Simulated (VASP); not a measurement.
Wanted: the native input for a VASP 6.6.1 run.

```yaml
Task: relaxation of cell and atoms
Functional: PBE
Potentials_or_basis: VASP PAW PBE potentials, release 64 (Be, I)
Cutoff: 600 eV
k_mesh: 8 × 8 × 8
Occupations: gaussian, width 0.1 eV
Spin: no spin polarisation
Dipole_correction: no
Further_INCAR_settings: ALGO = Fast; EDIFF = 1e-06; IBRION = 2; EDIFFG = -0.01; NSW = 100; ISIF = 3
```

The structure of BeI5 lies in POSCAR:

```
BeI5
1.0
    0.0000000000      4.8674073300      4.8674073300
    4.8674073300      0.0000000000      4.8674073300
    4.8674073300      4.8674073300      0.0000000000
Be I
1 5
Direct
    0.0000000000      0.0000000000      0.0000000000
    0.7500000000      0.7500000000      0.7500000000
    0.3758891600      0.3758891600      0.8723325100
    0.3758891600      0.8723325100      0.3758891600
    0.3758891600      0.3758891600      0.3758891600
    0.8723325100      0.3758891600      0.3758891600
```

The cell was generated, and may not be a known phase.

The input as run:

INCAR

```
ALGO = Fast
EDIFF = 1E-6
EDIFFG = -0.01
ENCUT = 600
GGA = PE
IBRION = 2
ISIF = 3
ISMEAR = 0
LASPH = T
LCHARG = F
LREAL = F
LWAVE = F
NELM = 80
NSW = 100
PREC = Accurate
SIGMA = 0.1
```

KPOINTS

```
k-points
0
Gamma
  8 8 8
```

Potentials or basis: VASP PAW PBE potentials, release 64 (Be, I).

Launch:

```bash
$ cat potpaw_PBE.64/Be/POTCAR potpaw_PBE.64/I/POTCAR > POTCAR
$ mpirun -np 1 vasp_std > vasp.out
```

Results of the run:

```
Relaxed volume                        : 37.36 Å³/atom
Relaxed cell                          : a = 6.818 Å, b = 6.818 Å, c = 6.818 Å, α = 60.00°, β = 60.00°, γ = 60.00°
Space group after relaxing (to 0.1 Å) : F-43m (No. 216)
Energy gained by relaxing             : 2.0 meV/atom
Ionic steps                           : 6
Pressure after relaxing               : 0.0 GPa
Largest force after relaxing          : 0.006 eV/Å
Band gap on the k mesh                : zero (an odd number of electrons rules out a gap without spin polarisation)
```

Caveat: spin-orbit coupling is left out, which moves the levels of the heavy elements; an odd number of electrons without spin polarisation forces a metal; a magnetic or distorted state may lie lower.

It took 35 min on 1 thread of Oxide Virtual Turin-like Processor, on a shared host, peak memory 0.5 GiB.
